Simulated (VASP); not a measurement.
**Mg: single point with r2SCAN**

The system is Mg.

```xyz
1
Lattice="-1.7728 1.7728 1.7728 1.7728 -1.7728 1.7728 1.7728 1.7728 -1.7728" Properties=species:S:1:pos:R:3 pbc="T T T"
Mg    0.0000    0.0000    0.0000
```

This isn't the form of Mg at room conditions, which is hcp.

```yaml
Program: VASP 6.6.1
Task: single point
Functional: r2SCAN
Potentials_or_basis: VASP PAW PBE potentials, release 64 (Mg)
Cutoff: 520 eV
k_mesh: 11 × 11 × 11
Occupations: methfessel-paxton, width 0.01 eV
Spin: no spin polarisation
Dipole_correction: no
Further_INCAR_settings: ALGO = Normal; EDIFF = 1e-06; NBANDS = 7; ISYM = 0
```

```
Pressure               : 0.1 GPa
Band gap on the k mesh : zero (bands 1 and 2 overlap by 3.10 eV)
```

Levels at points of the mesh, in eV from the Fermi level:
```csv
k point,band 1,band 2,band 3,band 4,band 5
"(0.00, 0.00, 0.00)",-7.57,14.07,14.07,14.07,16.26
```

Run time: 2.8 min on 1 thread of Intel(R) Xeon(R) Platinum 8259CL CPU @ 2.50GHz (Skylake/Cascade Lake) (shared host), peak memory 0.23 GiB.

Caveat: the PAW data sets were made with another functional, which shifts forces and pressure a little.
